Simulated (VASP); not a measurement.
Input of a VASP 6.6.1 run:

INCAR

```
SYSTEM = Lu
ALGO = Normal
EDIFF = 1E-6
ENCUT = 520
GGA = CA
ISIF = 2
ISMEAR = -1
LASPH = .TRUE.
LCHARG = .TRUE.
LELF = .TRUE.
LREAL = .FALSE.
LVHAR = .TRUE.
LWAVE = .FALSE.
NBANDS = 18
NELM = 100
PREC = Accurate
SIGMA = 0.1
```

File KPOINTS:

```
k-points
0
G
  14 14 14
  0 0 0
```

File POSCAR:

```
Lu
1.0
   -1.8719718041      1.8719718041      1.8719718041
    1.8719718041     -1.8719718041      1.8719718041
    1.8719718041      1.8719718041     -1.8719718041
Lu
1
Direct
    0.0000000000      0.0000000000      0.0000000000
```

Potentials or basis: VASP PAW PBE potentials, release 64 (Lu).

Command:

```console
$ cat potpaw_PBE.64/Lu/POTCAR > POTCAR
$ mpirun -np 1 vasp_std > vasp.out
```

Problem. What does it give for the band gap on the k mesh?

Solution. Zero (an odd number of electrons rules out a gap without spin polarisation).

Problem. What does it give for the pressure?

Solution. 0.3 GPa.

Caveat: the PAW data sets were made with another functional, which shifts forces and pressure a little; spin-orbit coupling is left out, which moves the levels of the heavy elements.
